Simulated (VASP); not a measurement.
# ZnO (scan) (P6_3mc) in VASP: a series of runs

Runs on ZnO (scan). Level: r2SCAN. Tasks: single point, relaxation of cell and atoms.

All numbers are computed with VASP 6.6.1; they aren't measurements. Logs are shortened: lines on timing, memory, paths and dates and some standing lists are left out, and cuts for length are marked.

### Step 1. The cell of the first run

Symmetry: P6_3mc, No. 186, hexagonal system. Conventional cell: a = 3.235 Å, b = 3.235 Å, c = 5.211 Å, α = 90.00°, β = 90.00°, γ = 120.00°. Zn (site symmetry 3m) has 4 O at 1.97 to 1.98 Å within 2.6 Å. Within 2.6 Å of O (site symmetry 3m) lie 4 Zn at 1.97 to 1.98 Å.

### Step 2. Single point, r2SCAN

POSCAR reads:

```
ZnO
1.0
    3.2352635141      0.0000000000      0.0000000000
   -1.6176317571      2.8018203912      0.0000000000
    0.0000000000      0.0000000000      5.2113138462
Zn O
2 2
Direct
    0.3333333333      0.6666666667      0.0011684134
    0.6666666667      0.3333333333      0.5011684134
    0.3333333333      0.6666666667      0.3808315866
    0.6666666667      0.3333333333      0.8808315866
```

INCAR.step1 reads:

```
PREC = Accurate ; ENCUT = 520
ISMEAR = 0 ; SIGMA = 0.02
LREAL = False ; LASPH = True
NELM = 100 ; NBANDS = 26
GGA = PE ; ALGO = Normal
EDIFF = 1E-4 ; LWAVE = True
LCHARG = False
```

INCAR.step2 reads:

```
PREC = Accurate ; ENCUT = 520
EDIFF = 1E-6 ; ISMEAR = 0
SIGMA = 0.02 ; LREAL = False
LASPH = True ; NELM = 100
ALGO = Normal ; ISIF = 2
LWAVE = False ; LCHARG = False
METAGGA = R2SCAN ; LMIXTAU = True
NBANDS = 26 ; ISTART = 1
```

KPOINTS reads:

```
Automatic mesh
0
Gamma
  9 9 6
```

Potentials or basis: VASP PAW PBE potentials, release 64 (Zn, O).

Launch:

```sh
$ cat potpaw_PBE.64/Zn/POTCAR potpaw_PBE.64/O/POTCAR > POTCAR
$ cp INCAR.step1 INCAR
$ mpirun -np 1 vasp_std > vasp.out
$ cp INCAR.step2 INCAR
$ mpirun -np 1 vasp_std > vasp.out
```

OUTCAR:

```text
PREC = Accurate
   ENCUT = 520
   EDIFF = 1E-6
   ISMEAR = 0
   LREAL = False
   LASPH = True
   NELM = 100
   ISIF = 2
   METAGGA = R2SCAN
   ISTART = 1

 ion  position               nearest neighbor table
   1  0.333  0.667  0.001-   4 1.97   4 1.97   4 1.97   3 1.98
   2  0.667  0.333  0.501-   3 1.97   3 1.97   3 1.97   4 1.98
   3  0.333  0.667  0.381-   2 1.97   2 1.97   2 1.97   1 1.98
   4  0.667  0.333  0.881-   1 1.97   1 1.97   1 1.97   2 1.98

  LATTYP: Found a hexagonal cell.
 ALAT       =     3.2352635141
 C/A-ratio  =     1.6107849711

  Lattice vectors:

 A1 = (   3.2352635141,   0.0000000000,   0.0000000000)
 A2 = (  -1.6176317571,   2.8018203912,   0.0000000000)
 A3 = (   0.0000000000,   0.0000000000,   5.2113138462)

Analysis of symmetry for initial positions (statically):
=====================================================================
 Subroutine PRICEL returns:
 Original cell was already a primitive cell.

 Routine SETGRP: Setting up the symmetry group for a
 hexagonal supercell.

 Subroutine GETGRP returns: Found 12 space group operations
 (whereof  6 operations were pure point group operations)
 out of a pool of 24 trial point group operations.

The static configuration has the point symmetry C_3v.
 The point group associated with its full space group is C_6v.

Analysis of symmetry for dynamics (positions and initial velocities):
=====================================================================
 Subroutine PRICEL returns:
 Original cell was already a primitive cell.

 Routine SETGRP: Setting up the symmetry group for a
 hexagonal supercell.

 Subroutine GETGRP returns: Found 12 space group operations
 (whereof  6 operations were pure point group operations)
 out of a pool of 24 trial point group operations.

The dynamic configuration has the point symmetry C_3v.
 The point group associated with its full space group is C_6v.

 Subroutine INISYM returns: Found 12 space group operations
 (whereof  6 operations are pure point group operations),
 and found     1 'primitive' translations

----------------------------------------------------------------------------------------

                                     Primitive cell

  volume of cell :      47.2386

[... 82 lines left out ...]
 SYSTEM =  unknown system
   PREC   = accura    normal or accurate (medium, high low for compatibility)
   ISTART =      1    job   : 0-new  1-cont  2-samecut
   ICHARG =      0    charge: 1-file 2-atom 10-const
   ISPIN  =      1    spin polarized calculation?
   LNONCOLLINEAR =      F non collinear calculations
   LSORBIT =      F    spin-orbit coupling
   LASPH  =      T    aspherical Exc in radial PAW
   ENCUT  =  520.0 eV  38.22 Ry    6.18 a.u.   6.02  6.02  9.69*2*pi/ulx,y,z
   NELM   =    100;   NELMIN=  2; NELMDL=  0     # of ELM steps
   EDIFF  = 0.1E-05   stopping-criterion for ELM
   LREAL  =      F    real-space projection
   EDIFFG = 0.1E-04   stopping-criterion for IOM
   NSW    =      0    number of steps for IOM
   IBRION =     -1    ionic relax: 0-MD 1-quasi-New 2-CG
   NFREE  =      0    steps in history (QN), initial steepest desc. (CG)
   ISIF   =      2    stress and relaxation
   ISYM   =      2    0-nonsym 1-usesym 2-fastsym
   POTIM  = 0.5000    time-step for ionic-motion
   TEBEG  =    0.0;   TEEND  =   0.0 temperature during run
   PSTRESS=    0.0 pullay stress
   NELECT =      36.0000    total number of electrons
   NUPDOWN=      -1.0000    fix difference up-down
   EMIN   =  10.00;   EMAX   =-10.00  energy-range for DOS
   EFERMI =   0.00;   METHOD = LEGACY
   ISMEAR =     0;   SIGMA  =   0.02  broadening in eV -4-tet -1-fermi 0-gaus
   EFERMI_NEDOS =   21; number of points for ismear=-14 and -15
   IALGO  =     38    algorithm
   IMIX   =      4    mixing-type and parameters
     AMIX     =   0.40;   BMIX     =  1.00
     AMIX_MAG =   1.60;   BMIX_MAG =  1.00
  volume/ion in A,a.u.               =      11.81        79.70
  Fermi-wavevector in a.u.,A,eV,Ry     =   1.495351  2.825804 30.423660  2.236076
  Thomas-Fermi vector in A             =   2.607507
   LORBIT       =      0    0 simple, 1 ext, 2 COOP (PROOUT), +10 PAW based schemes
   METAGGA = R2SCAN    functional components
   LHFCALC =     F    Hartree Fock is set to
   AEXX    =    0.0000 exact exchange contribution
   IVDW    =     0    specifies the selected vdW correction
   LEPSILON=     F    determine dielectric tensor
   LRPA    =     F    only Hartree local field effects (RPA)
 non-spin polarized calculation
 Gauss-broadening in eV      SIGMA  =   0.02
  energy-cutoff  :      520.00
  volume of cell :       47.24
 maximum number of plane-waves:      1290
   NGX = 13   NGY = 13   NGZ = 19

 number of electron      36.0000021 magnetization

 Free energy of the ion-electron system (eV)
  ---------------------------------------------------
  ext. energy  EPLUGINS =         0.00000000
  ---------------------------------------------------
  free energy    TOTEN  =       -36.31671015 eV

  energy without entropy =      -36.31671015  energy(sigma->0) =      -36.31671015

 E-fermi :   1.0442     XC(G=0): -11.7062

 val. band max:        0.9187276160   @ k =   0.0000   0.0000   0.0000
 cond. band min:       2.1534150382   @ k =   0.0000   0.0000   0.0000
 fundamental gap:      1.2346874222
 Fermi energy:         1.0442191440

 k-point     1 :       0.0000    0.0000    0.0000
  band No.  band energies     occupation
      1     -18.2268      2.00000
      2     -17.5307      2.00000
      3      -4.9397      2.00000
      4      -4.9397      2.00000
      5      -4.8825      2.00000
      6      -4.8359      2.00000
[... 685 lines left out ...]
     25      15.0116      0.00000
     26      16.2756      0.00000

 [... further k-points ...]
[... 5 lines left out ...]
  --------------------------------------------------------------------------------------
  -------------------------------------------------------------------------------------
  Total        0.2802734      0.2802734      0.3005934     -0.0000000      0.0000000      0.0000000
  in kB        9.5059462      9.5059462     10.1951311     -0.0000000      0.0000000      0.0000000
  external PRESSURE =       9.7356745 kB  Pullay stress =       0.0000000 kB

 VOLUME and BASIS-vectors are now :
 -----------------------------------------------------------------------------
  energy-cutoff  :      520.00
  volume of cell :       47.24
      direct lattice vectors                 reciprocal lattice vectors
     3.235263514  0.000000000  0.000000000     0.309093833  0.178455408  0.000000000
    -1.617631757  2.801820391  0.000000000     0.000000000  0.356910815  0.000000000
     0.000000000  0.000000000  5.211313846     0.000000000  0.000000000  0.191890189

 POSITION                                       TOTAL-FORCE (eV/Angst)
 -----------------------------------------------------------------------------------
     -0.00000      1.86788      0.00609        -0.000000     -0.000000     -0.010766
      1.61763      0.93394      2.61175         0.000000     -0.000000     -0.010766
     -0.00000      1.86788      1.98463        -0.000000     -0.000000      0.010766
      1.61763      0.93394      4.59029        -0.000000      0.000000      0.010766
 -----------------------------------------------------------------------------------
    total drift:                                0.000000      0.000000     -0.090922

  FREE ENERGIE OF THE ION-ELECTRON SYSTEM (eV)
  ---------------------------------------------------
  free  energy   TOTEN  =       -36.3167101502 eV

  energy  without entropy=      -36.3167101502  energy(sigma->0) =      -36.31671015
```

OSZICAR.step1:

```text
N       E                     dE             d eps       ncg     rms          rms(c)
DAV:   1     0.297059416863E+03    0.29706E+03   -0.18082E+04  2528   0.201E+03
DAV:   2     0.115474901322E+02   -0.28551E+03   -0.26817E+03  2626   0.414E+02
DAV:   3    -0.203984706887E+02   -0.31946E+02   -0.31517E+02  2774   0.140E+02
DAV:   4    -0.210480851496E+02   -0.64961E+00   -0.64802E+00  2852   0.204E+01
DAV:   5    -0.210512260702E+02   -0.31409E-02   -0.31407E-02  2670   0.147E+00    0.149E+01
DAV:   6    -0.176342442642E+02    0.34170E+01   -0.65793E+00  3912   0.613E+01    0.915E+00
DAV:   7    -0.178459310553E+02   -0.21169E+00   -0.29470E+00  2584   0.169E+01    0.546E+00
DAV:   8    -0.178567531067E+02   -0.10822E-01   -0.49677E-01  3706   0.758E+00    0.163E+00
DAV:   9    -0.178055636494E+02    0.51189E-01   -0.10440E-01  3684   0.643E+00    0.292E-01
DAV:  10    -0.178083329602E+02   -0.27693E-02   -0.37477E-02  2524   0.132E+00    0.134E-01
DAV:  11    -0.178083892713E+02   -0.56311E-04   -0.54754E-04  2684   0.223E-01
   1 F= -.17808389E+02 E0= -.17808389E+02  d E =-.337088E-35
```

Run time: 2.8 min. Hardware: 1 thread of Intel Xeon Platinum 8259CL at 2.50GHz (Skylake/Cascade Lake), shared host; peak memory 0.2 GiB.

What came out:

| Property | Result |
| --- | --- |
| Free energy | -36.3167 eV |
| Pressure | 1.0 GPa |
| Largest force | 0.011 eV/Å |
| Band gap on the k mesh | 1.23 eV, direct |

Forces on the atoms (eV/Å):
```
Zn   0.000  0.000 -0.011
Zn   0.000  0.000 -0.011
O    0.000  0.000  0.011
O    0.000  0.000  0.011
```

Levels at points of the mesh, in eV from the valence-band top:
```
           k point  band 16  band 17  band 18  band 19  band 20  band 21
(0.00, 0.00, 0.00)    -0.10     0.00     0.00     1.23     5.87     8.83
(0.00, 0.00, 0.50)    -0.40    -0.40    -0.40     3.94     3.94    10.83
```

Caveat: the PAW data sets were made with another functional, which shifts forces and pressure a little. r2SCAN opens gaps a little over a GGA but as a rule still falls short of measured ones.

### Step 3. Relaxation of cell and atoms, r2SCAN

This run uses another cell than the first one, of 11.90 Å³/atom, 1.008 times its volume.

POSCAR reads:

```
ZnO
1.0
    3.2500000000      0.0000000000      0.0000000000
   -1.6250000000      2.8145825623      0.0000000000
    0.0000000000      0.0000000000      5.2050000000
Zn O
2 2
Direct
    0.3333333333      0.6666666667      0.0000000000
    0.6666666667      0.3333333333      0.5000000000
    0.3333333333      0.6666666667      0.3820000000
    0.6666666667      0.3333333333      0.8820000000
```

INCAR.step1 reads:

```
PREC     = Accurate       # precision mode
ENCUT    = 600            # plane-wave cutoff, eV
ISMEAR   = 0              # smearing method
SIGMA    = 0.02           # smearing width, eV
LREAL    = F              # projectors in reciprocal space
LASPH    = T              # aspherical terms in the spheres
NELM     = 100            # most SCF steps
GGA      = PE             # functional
ALGO     = Normal         # electronic algorithm
EDIFF    = 1E-4           # SCF threshold, eV
LWAVE    = T              # write WAVECAR
LCHARG   = F              # write CHGCAR
```

INCAR.step2 reads:

```
PREC     = Accurate       # precision mode
ENCUT    = 600            # plane-wave cutoff, eV
EDIFF    = 1E-6           # SCF threshold, eV
ISMEAR   = 0              # smearing method
SIGMA    = 0.02           # smearing width, eV
LREAL    = F              # projectors in reciprocal space
LASPH    = T              # aspherical terms in the spheres
NELM     = 100            # most SCF steps
ALGO     = Normal         # electronic algorithm
ISIF     = 3              # what is computed and relaxed
LWAVE    = F              # write WAVECAR
LCHARG   = F              # write CHGCAR
METAGGA  = R2SCAN         # meta-GGA
LMIXTAU  = T            
IBRION   = 2              # ionic algorithm
NSW      = 100            # ionic steps
EDIFFG   = -0.002         # ionic threshold
ISTART   = 1
```

KPOINTS is that of step 2.

Potentials or basis: VASP PAW PBE potentials, release 64 (Zn, O).

Launch:

```sh
$ cat potpaw_PBE.64/Zn/POTCAR potpaw_PBE.64/O/POTCAR > POTCAR
$ cp INCAR.step1 INCAR
$ mpirun -np 1 vasp_std > vasp.out
$ cp INCAR.step2 INCAR
$ mpirun -np 1 vasp_std > vasp.out
```

It took 35 min on 1 thread of Intel Xeon Platinum 8259CL at 2.50GHz (Skylake/Cascade Lake), shared host; peak memory 0.23 GiB.

Results (log left out):

* Free energy: -36.3249 eV
* Relaxed volume: 11.87 Å³/atom
* Relaxed cell: a = 3.238 Å, b = 3.238 Å, c = 5.228 Å, α = 90.00°, β = 90.00°, γ = 120.00°
* Space group after relaxing (to 0.05 Å): P6_3mc (No. 186)
* Energy gained by relaxing: 0.3 meV/atom
* Ionic steps: 17
* Pressure after relaxing: 0.0 GPa
* Band gap on the k mesh: 1.23 eV, direct

Step by step:
```csv
step,energy change (eV),largest force (eV/Å),pressure (GPa),volume (Å³)
1,0.0000,0.0350,-0.45,47.61
2,-0.0006,0.0174,0.28,47.38
3,-0.0006,0.0192,0.19,47.40
4,-0.0005,0.0209,0.12,47.43
5,-0.0007,0.0153,0.09,47.44
6,-0.0010,0.0005,0.01,47.47
7,-0.0006,0.0423,-0.19,47.53
8,-0.0011,0.0122,-0.02,47.48
9,-0.0010,0.0171,-0.01,47.48
10,-0.0011,0.0006,-0.03,47.48
11,-0.0011,0.0003,-0.02,47.48
12,-0.0011,0.0090,-0.02,47.48
13,-0.0011,0.0019,-0.02,47.48
14,-0.0011,0.0013,-0.03,47.48
15,-0.0011,0.0011,-0.04,47.48
16,-0.0011,0.0028,0.06,47.45
17,-0.0011,0.0003,0.01,47.47
```

Final structure:
```
Zn O
1.0
     3.23801    0.00000    0.00000
    -1.61900    2.80420    0.00000
     0.00000    0.00000    5.22790
Zn O
2 2
Cartesian
  0.0000 1.8695 0.0088
  1.6190 0.9347 2.6228
  0.0000 1.8695 1.9882
  1.6190 0.9347 4.6022
```

Levels at points of the mesh, in eV from the valence-band top:
```csv
k point,band 15,band 16,band 17,band 18,band 19,band 20,band 21,band 22
"(0.00, 0.00, 0.00)",-0.81,-0.09,0.00,0.00,1.23,5.87,8.80,13.73
"(0.00, 0.00, 0.50)",-0.40,-0.40,-0.40,-0.40,3.92,3.92,10.80,10.80
```

Caveat: the PAW data sets were made with another functional, which shifts forces and pressure a little.

### Step 4. Single point, r2SCAN

POSCAR reads:

```
ZnO
1.0
    3.2352635141      0.0000000000      0.0000000000
   -1.6176317571      2.8018203912      0.0000000000
    0.0000000000      0.0000000000      5.2113138462
Zn O
2 2
Direct
    0.3333333333      0.6666666667     -0.0349326346
    0.6666666667      0.3333333333      0.4650673654
    0.3333333333      0.6666666667      0.4169326346
    0.6666666667      0.3333333333      0.9169326346
```

INCAR.step1 reads:

```
PREC = Accurate
ENCUT = 520
ISMEAR = 0
SIGMA = 0.01
LREAL = False
LASPH = True
NELM = 100
NBANDS = 26
GGA = PE
ALGO = Normal
EDIFF = 1E-4
LWAVE = True
LCHARG = False
```

INCAR.step2 reads:

```
PREC = Accurate
ENCUT = 520
EDIFF = 1E-6
ISMEAR = 0
SIGMA = 0.01
LREAL = False
LASPH = True
NELM = 100
ALGO = Normal
ISIF = 2
LWAVE = False
LCHARG = True
METAGGA = R2SCAN
LMIXTAU = True
LELF = True
LVHAR = True
NBANDS = 26
ISTART = 1
```

KPOINTS is that of step 3.

Launch:

```sh
$ cat potpaw_PBE.64/Zn/POTCAR potpaw_PBE.64/O/POTCAR > POTCAR
$ cp INCAR.step1 INCAR
$ mpirun -np 1 vasp_std > vasp.out
$ cp INCAR.step2 INCAR
$ mpirun -np 1 vasp_std > vasp.out
```

Wall time 2.3 min (1 thread of Intel Xeon Platinum 8259CL at 2.50GHz (Skylake/Cascade Lake), shared host); peak memory 0.2 GiB.

It converged, with:

```
Free energy            : -35.9018 eV
Pressure               : 6.5 GPa
Largest force          : 0.586 eV/Å
Band gap on the k mesh : 1.29 eV, direct
```

Forces on the atoms (eV/Å):
```
Zn   0.000  0.000  0.586
Zn   0.000  0.000  0.586
O    0.000  0.000 -0.586
O    0.000  0.000 -0.586
```

Stress tensor (GPa, compression positive):
```
12.38  0.00  0.00
 0.00 12.38  0.00
 0.00  0.00 -5.27
```

Levels at points of the mesh, in eV from the valence-band top:
```csv
k point,band 16,band 17,band 18,band 19,band 20,band 21
"(0.00, 0.00, 0.00)",-0.39,0.00,0.00,1.29,5.46,8.50
"(0.00, 0.00, 0.50)",-0.19,-0.19,-0.19,3.78,3.78,10.42
```

Caveat: the PAW data sets were made with another functional, which shifts forces and pressure a little. A k mesh can miss the band edges.

### Step 5. Summary

| task | cell | cutoff (eV) | smearing | gap on the mesh (eV) | pressure (GPa) | largest force (eV/Å) |
| --- | --- | --- | --- | --- | --- | --- |
| single point | a = 3.235, b = 3.235, c = 5.211 Å, angles 90.0, 90.0, 120.0°, 4 atoms | 520 | gaussian 0.02 eV | 1.23 | 1.0 | 0.01 |
| relaxation of cell and atoms | relaxed from a = 3.250, b = 3.250, c = 5.205 Å, angles 90.0, 90.0, 120.0°, 4 atoms | 600 | gaussian 0.02 eV | 1.23 | 0.0 | - |
| single point | a = 3.235, b = 3.235, c = 5.211 Å, angles 90.0, 90.0, 120.0°, 4 atoms | 520 | gaussian 0.01 eV | 1.29 | 6.5 | 0.59 |

Some of these runs hold the atoms at other places in the same cell, which the table doesn't show; runs alike in all that it shows share one row.

Alike in all rows: level r2SCAN; potentials or basis VASP PAW PBE potentials, release 64 (Zn, O); no spin polarisation; k mesh 9 × 9 × 6.

Caveats: the PAW data sets were made with another functional, which shifts forces and pressure a little.

Absolute energies hang on the potentials; compare differences alone.
